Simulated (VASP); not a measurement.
Set up this calculation in VASP 6.6.1, as the native input.

```
Task                   : single point
Functional             : PBE
Potentials or basis    : VASP PAW PBE potentials, release 64 (Al)
Cutoff                 : 400 eV
k mesh                 : 15 × 15 × 1
Occupations            : methfessel-paxton, width 0.1 eV
Spin                   : no spin polarisation
Dipole correction      : yes
Further INCAR settings : ALGO = Normal; EDIFF = 1e-06; NBANDS = 14; NELMDL = -8
```

The structure of Al lies in POSCAR:

```
Al
1.0
    3.0028735933      0.0000000291      0.0000000000
   -1.5014368219      2.6005648016      0.0000000000
    0.0000000000      0.0000000000     32.0806504087
Al
4
Direct
    0.0000000000      1.0000000000      0.5982360371
    0.6666666667      0.3333333333      0.6685999296
    0.3333333333      0.6666666667      0.7371882271
    0.0000000000      1.0000000000      0.8072483398
```

The input as run:

INCAR

```
SYSTEM = Al
PREC     = Accurate       ! precision mode
ENCUT    = 400            ! plane-wave cutoff, eV
EDIFF    = 1E-6           ! SCF threshold, eV
ISMEAR   = 1              ! smearing method
SIGMA    = 0.1            ! smearing width, eV
LREAL    = .FALSE.        ! projectors in reciprocal space
LASPH    = .TRUE.         ! aspherical terms in the spheres
NELM     = 120            ! most SCF steps
ALGO     = Normal         ! electronic algorithm
ISIF     = 2              ! what is computed and relaxed
LWAVE    = .FALSE.        ! write WAVECAR
LCHARG   = .FALSE.        ! write CHGCAR
LDIPOL   = .TRUE.       
IDIPOL   = 3            
DIPOL    = 0.5 0.5 0.703
GGA      = PE             ! functional
NBANDS   = 14             ! bands
GGA_COMPAT= .FALSE.      
NELMDL   = -8
```

KPOINTS

```
Automatic mesh
0
G
  15 15 1
  0 0 0
```

Potentials or basis: VASP PAW PBE potentials, release 64 (Al).

Launch:

```console
$ cat potpaw_PBE.64/Al/POTCAR > POTCAR
$ mpirun -np 1 vasp_std > vasp.out
```

Results of the run:

```
Largest force          : 0.109 eV/Å
Band gap on the k mesh : zero (band 6 reaches 0.59 eV, above the bottom of band 7 at -1.52 eV)
```

It took 100 s on 1 thread of AMD EPYC 9R45 (Zen 5) (shared host), peak memory 0.25 GiB.
